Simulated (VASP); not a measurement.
Write the native input for VASP 6.6.1 that does the following.

- Task: electric field gradients
- Functional: LDA
- Potentials or basis: VASP PAW LDA potentials, release 64 (Cs_sv, I)
- Cutoff: 400 eV
- k mesh: 7 × 7 × 7
- Occupations: fermi-dirac, width 0.01 eV
- Spin: no spin polarisation
- Dipole correction: no
- Further INCAR settings: ALGO = Normal; EDIFF = 1e-08; NBANDS = 15

The structure of CsI lies in POSCAR:

```
CsI
1.0
    4.4753660000      0.0000000000      0.0000000000
    0.0000000000      4.4753660000      0.0000000000
    0.0000000000      0.0000000000      4.5667000000
Cs I
1 1
Direct
    0.0000000000      0.0000000000      0.0000000000
    0.5000000000      0.5000000000      0.5000000000
```

This cell differs from its parent crystal: equal xx and yy strain of -2 %.

One way to write it, as run:

INCAR

```
ALGO     = Normal         # electronic algorithm
EDIFF    = 1E-8           # SCF threshold, eV
ENCUT    = 400            # plane-wave cutoff, eV
GGA      = CA             # functional
GGA_COMPAT= F            
ISIF     = 2              # what is computed and relaxed
ISMEAR   = -1             # smearing method
LASPH    = T              # aspherical terms in the spheres
LCHARG   = F              # write CHGCAR
LEFG     = T            
LREAL    = F              # projectors in reciprocal space
LWAVE    = F              # write WAVECAR
NBANDS   = 15             # bands
NELM     = 120            # most SCF steps
PREC     = Accurate       # precision mode
SIGMA    = 0.01           # smearing width, eV
```

KPOINTS

```
k-points
0
Gamma
  7 7 7
```

Potentials or basis: VASP PAW LDA potentials, release 64 (Cs_sv, I).

Command:

```bash
$ cat potpaw_LDA.64/Cs_sv/POTCAR potpaw_LDA.64/I/POTCAR > POTCAR
$ mpirun -np 1 vasp_std > vasp.out
```

Results of the run:

* Pressure: -0.9 GPa
* Band gap on the k mesh: 3.66 eV, indirect (least direct gap 3.71 eV)

Caveat: the cell differs from its parent crystal (equal xx and yy strain of -2 %); without QUAD_EFG the Cq values of the log hold for a quadrupole moment of 1 mb, not for the nuclei; spin-orbit coupling is left out, which moves the levels of the heavy elements.

It took 26 s on 1 thread of Intel(R) Xeon(R) Platinum 8259CL CPU @ 2.50GHz (Skylake/Cascade Lake) (shared host), peak memory 0.16 GiB.
